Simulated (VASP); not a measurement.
# WSe2 (P-3m1) in VASP: a series of runs, part 2 of 2

VASP 6.6.1. The steps go on from the part before.

## 3. Relaxation of cell and atoms, PBEsol

This run uses another cell than the first one, of 33.67 Å³/atom, 1.625 times its volume.

Contents of INCAR:

```
  ALGO = Normal
  EDIFF = 1E-6
  EDIFFG = -0.01
  ENCUT = 600
  GGA = PS
  IBRION = 2
  ISIF = 3
  ISMEAR = -1
  LASPH = T
  LCHARG = F
  LREAL = F
  LWAVE = F
  NELM = 60
  NSW = 100
  PREC = Accurate
  SIGMA = 0.03
```

Contents of KPOINTS:

```
k-points
0
Gamma
  6 6 4
```

Contents of POSCAR:

```
WSe2
1.0
    4.2587262600      0.0000000000      0.0000000000
   -2.1293631300      3.6881651289      0.0000000000
    0.0000000000      0.0000000000      6.4309648620
W Se
1 2
Direct
    0.0000000000      0.0000000000      0.0000000000
    0.3333333333      0.6666666667      0.2690859720
    0.6666666667      0.3333333333      0.7309140280
```

Potentials or basis: VASP PAW PBE potentials, release 64 (W_sv, Se).

On the command line:

```console
cat potpaw_PBE.64/W_sv/POTCAR potpaw_PBE.64/Se/POTCAR > POTCAR
mpirun -np 1 vasp_std > vasp.out
```

OUTCAR:

```text
EDIFF = 1E-6
   EDIFFG = -0.01
   ENCUT = 600
   GGA = PS
   IBRION = 2
   ISIF = 3
   ISMEAR = -1
   LASPH = T
   LREAL = F
   NELM = 60
   NSW = 100
   PREC = Accurate

 ion  position               nearest neighbor table
   1  0.000  0.000  0.000-   2 3.01   3 3.01   2 3.01   3 3.01   3 3.01   2 3.01
   2  0.333  0.667  0.269-   1 3.01   1 3.01   1 3.01
   3  0.667  0.333  0.731-   1 3.01   1 3.01   1 3.01

  LATTYP: Found a hexagonal cell.
 ALAT       =     4.2587262600
 C/A-ratio  =     1.5100676750

  Lattice vectors:

 A1 = (   4.2587262600,   0.0000000000,   0.0000000000)
 A2 = (  -2.1293631300,   3.6881651289,   0.0000000000)
 A3 = (   0.0000000000,   0.0000000000,   6.4309648620)

Analysis of symmetry for initial positions (statically):
=====================================================================
 Subroutine PRICEL returns:
 Original cell was already a primitive cell.

 Routine SETGRP: Setting up the symmetry group for a
 hexagonal supercell.

 Subroutine GETGRP returns: Found 12 space group operations
 (whereof 12 operations were pure point group operations)
 out of a pool of 24 trial point group operations.

The static configuration has the point symmetry D_3d.

Analysis of symmetry for dynamics (positions and initial velocities):
=====================================================================
 Subroutine PRICEL returns:
 Original cell was already a primitive cell.

 Routine SETGRP: Setting up the symmetry group for a
 hexagonal supercell.

 Subroutine GETGRP returns: Found 12 space group operations
 (whereof 12 operations were pure point group operations)
 out of a pool of 24 trial point group operations.

The dynamic configuration has the point symmetry D_3d.

 Subroutine INISYM returns: Found 12 space group operations
 (whereof 12 operations are pure point group operations),
 and found     1 'primitive' translations

----------------------------------------------------------------------------------------

                                     Primitive cell

  volume of cell :     101.0104

  direct lattice vectors                    reciprocal lattice vectors
     4.258726260  0.000000000  0.000000000     0.234811993  0.135568767  0.000000000
    -2.129363130  3.688165129  0.000000000     0.000000000  0.271137535  0.000000000
[... 109 lines left out ...]
  Thomas-Fermi vector in A             =   2.176001
   LORBIT       =      0    0 simple, 1 ext, 2 COOP (PROOUT), +10 PAW based schemes
   GGA     = PS    functional components
   LHFCALC =     F    Hartree Fock is set to
   AEXX    =    0.0000 exact exchange contribution
   IVDW    =     0    specifies the selected vdW correction
   LEPSILON=     F    determine dielectric tensor
   LRPA    =     F    only Hartree local field effects (RPA)
 conjugate gradient relaxation of ions
 non-spin polarized calculation
  energy-cutoff  :      600.00
  volume of cell :      101.01
 maximum number of plane-waves:      3398
 NGX is ok and might be reduce to    36
   NGX = 17   NGY = 17   NGZ = 25

--------------------------------------- Ionic step        1  -------------------------------------------

 number of electron      25.9999999 magnetization

 Free energy of the ion-electron system (eV)
  ---------------------------------------------------
  ext. energy  EPLUGINS =         0.00000000
  ---------------------------------------------------
  free energy    TOTEN  =       -17.59639309 eV

  energy without entropy =      -17.58475926  energy(sigma->0) =      -17.59057617

 E-fermi :   1.5528     XC(G=0):  -8.7067

 val. band max:        1.5425912516   @ k =   0.3333   0.3333   0.0000
 cond. band min:       1.5647964667   @ k =   0.3333   0.3333   0.2500
 fundamental gap:      0.0222052151
 Fermi energy:         1.5528374946

 k-point     1 :       0.0000    0.0000    0.0000
  band No.  band energies     occupation
      1     -73.6970      2.00000
      2     -37.7813      2.00000
      3     -37.7813      2.00000
      4     -37.5616      2.00000
      5     -11.0706      2.00000
      6     -10.3530      2.00000
[... 573 lines left out ...]
  FREE ENERGIE OF THE ION-ELECTRON SYSTEM (eV)
  ---------------------------------------------------
  free  energy   TOTEN  =       -21.9819169881 eV

  energy  without entropy=      -21.9775091199  energy(sigma->0) =      -21.97971305

[... ionic steps 4 to 20 ...]

--------------------------------------- Ionic step       21  -------------------------------------------

 number of electron      26.0000001 magnetization

------------------------ aborting loop because EDIFF is reached ----------------------------------------
[... 69 lines left out ...]
--------------------------------------- Ionic step       23  -------------------------------------------

 number of electron      26.0000001 magnetization

 Free energy of the ion-electron system (eV)
  ---------------------------------------------------
  ext. energy  EPLUGINS =         0.00000000
  ---------------------------------------------------
  free energy    TOTEN  =       -22.53220473 eV

  energy without entropy =      -22.52939345  energy(sigma->0) =      -22.53079909

 E-fermi :   6.3133     XC(G=0): -10.6869

 val. band max:        6.1760006784   @ k =   0.1667   0.1667   0.5000
 cond. band min:       6.3574593790   @ k =   0.1667  -0.0000   0.0000
 fundamental gap:      0.1814587006
 Fermi energy:         6.3133412132

 k-point     1 :       0.0000    0.0000    0.0000
  band No.  band energies     occupation
      1     -68.4591      2.00000
      2     -32.6629      2.00000
      3     -32.5925      2.00000
      4     -32.5925      2.00000
      5      -9.4492      2.00000
      6      -8.1499      2.00000
[... 499 lines left out ...]
  FREE ENERGIE OF THE ION-ELECTRON SYSTEM (eV)
  ---------------------------------------------------
  free  energy   TOTEN  =       -22.5322047256 eV

  energy  without entropy=      -22.5293934456  energy(sigma->0) =      -22.53079909

 reached required accuracy - stopping structural energy minimisation
```

OSZICAR:

```text
N       E                     dE             d eps       ncg     rms          rms(c)
DAV:   1     0.169549052254E+03    0.16955E+03   -0.13227E+04   880   0.153E+03
DAV:   2    -0.979685186385E+01   -0.17935E+03   -0.17706E+03  1031   0.319E+02
DAV:   3    -0.201368905054E+02   -0.10340E+02   -0.10215E+02  1023   0.684E+01
DAV:   4    -0.203528656303E+02   -0.21598E+00   -0.21269E+00  1107   0.989E+00
[... 222 lines left out ...]
       N       E                     dE             d eps       ncg     rms          rms(c)
DAV:   1    -0.225322172337E+02   -0.16532E-04   -0.34639E-04   866   0.197E-01    0.385E-02
DAV:   2    -0.225322083953E+02    0.88384E-05   -0.11673E-04   878   0.739E-02    0.118E-02
DAV:   3    -0.225322052640E+02    0.31313E-05   -0.23759E-05   882   0.244E-02    0.597E-03
DAV:   4    -0.225322047256E+02    0.53841E-06   -0.25008E-06   636   0.127E-02
  23 F= -.22532205E+02 E0= -.22530799E+02  d E =-.255577E-04
```

It took 6.7 min on 1 thread of AMD EPYC 9R45 (Zen 5), shared host; peak memory 0.28 GiB.

Results:

| Quantity | Value |
| --- | --- |
| Free energy | -22.5322 eV |
| Relaxed volume | 20.91 Å³/atom |
| Relaxed cell | a = 3.242 Å, b = 3.242 Å, c = 6.891 Å, α = 90.00°, β = 90.00°, γ = 120.00° |
| Space group after relaxing (to 0.05 Å) | P-3m1 (No. 164) |
| Energy gained by relaxing | 1645.3 meV/atom |
| Ionic steps | 23 |
| Pressure after relaxing | 0.0 GPa |
| Largest force after relaxing | 0.008 eV/Å |
| Band gap on the k mesh | zero (band 13 reaches 6.93 eV, above the bottom of band 14 at 6.18 eV) |

Forces in eV/Å, atoms in the order of the input:
```
W    0.000  0.000  0.000
Se   0.000  0.000  0.008
Se   0.000  0.000 -0.008
```

The path:
```
step  energy change (eV)  largest force (eV/Å)  pressure (GPa)  volume (Å³)
   1              0.0000                2.8810          -21.06       101.01
   2             -1.9505                8.0320           63.33        49.05
   3             -4.3855                0.6992           -3.36        64.49
   4             -4.4009                0.9642           -1.38        63.53
   5             -4.4036                1.1489           -0.02        62.89
   6             -4.7262                0.6889            0.94        60.56
   7             -4.8726                0.2636            2.51        56.62
   8             -4.8809                0.0222            1.97        57.48
   9             -4.8816                0.0951            2.10        57.22
  10             -4.8736                0.7412           -3.73        59.66
  11             -4.8895                0.3699           -0.42        58.21
  12             -4.9036                0.2744           -0.36        58.78
  13             -4.9276                0.0113            0.21        60.47
  14             -4.9104                0.6151            2.54        63.82
  15             -4.9280                0.3025            1.28        61.80
  16             -4.9324                0.1471            0.14        62.61
  17             -4.9330                0.0286           -0.68        63.24
  18             -4.9331                0.0614           -0.45        63.07
  19             -4.9342                0.0537           -0.32        62.98
  20             -4.9358                0.0298            0.07        62.71
  21             -4.9358                0.0284            0.10        62.69
  22             -4.9358                0.0002           -0.07        62.74
  23             -4.9358                0.0075           -0.04        62.73
```

Final structure:
```
W Se
1.0
     3.24205    0.00000    0.00000
    -1.62103    2.80770    0.00000
     0.00000    0.00000    6.89132
W Se
1 2
Direct
  0.00000 0.00000 0.00000
  0.33333 0.66667 0.24985
  0.66667 0.33333 0.75015
```

Levels at points of the mesh, in eV from the Fermi level:
```csv
k point,band 9,band 10,band 11,band 12,band 13,band 14,band 15,band 16,band 17
"(0.00, 0.00, 0.00)",-3.34,-2.47,-1.89,-0.66,-0.66,0.41,0.41,3.47,3.47
"(0.50, 0.00, 0.00)",-5.03,-3.69,-3.51,-2.27,-1.47,1.66,1.75,3.21,3.75
"(0.00, 0.00, 0.50)",-3.33,-3.33,-0.88,-0.66,-0.66,0.34,0.34,3.61,3.61
"(0.50, 0.00, 0.50)",-5.08,-3.74,-2.78,-2.62,-1.32,1.66,2.06,3.42,3.47
```

Caveat: the volume moved by over 15 % at a fixed basis, so the end points are rough; the PAW data sets were made with another functional, which shifts forces and pressure a little; spin-orbit coupling is left out, which moves the levels of the heavy elements; this functional lacks dispersion, which binds the layers, so the pressure and a relaxed spacing across them are unreliable.
